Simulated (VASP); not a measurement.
The system is Ba.

```
Ba
1.0
     3.95415    0.00000    0.00000
     0.00000    3.95415    0.00000
     0.00000    0.00000    3.95415
Ba
1
Direct
  0.00000 0.00000 0.00000
```

Program: VASP 6.6.1. Alike in all runs: task single point; level PBE; potentials or basis VASP PAW PBE potentials, release 64 (Ba_sv); cell as given; cutoff (eV) 520; smearing fermi-dirac 0.1 eV. Hardware: 1 thread of Intel(R) Xeon(R) Platinum 8259CL CPU @ 2.50GHz (Skylake/Cascade Lake) (shared host).

Question: Order these runs on this cell by their wall time, lowest first.
A. spin off; k mesh 13 × 13 × 13
B. spin off; k mesh 9 × 9 × 9
C. spin non-collinear, zero start, SOC; k mesh 8 × 8 × 8

Answer: B (13 s), A (36 s), C (88 s).
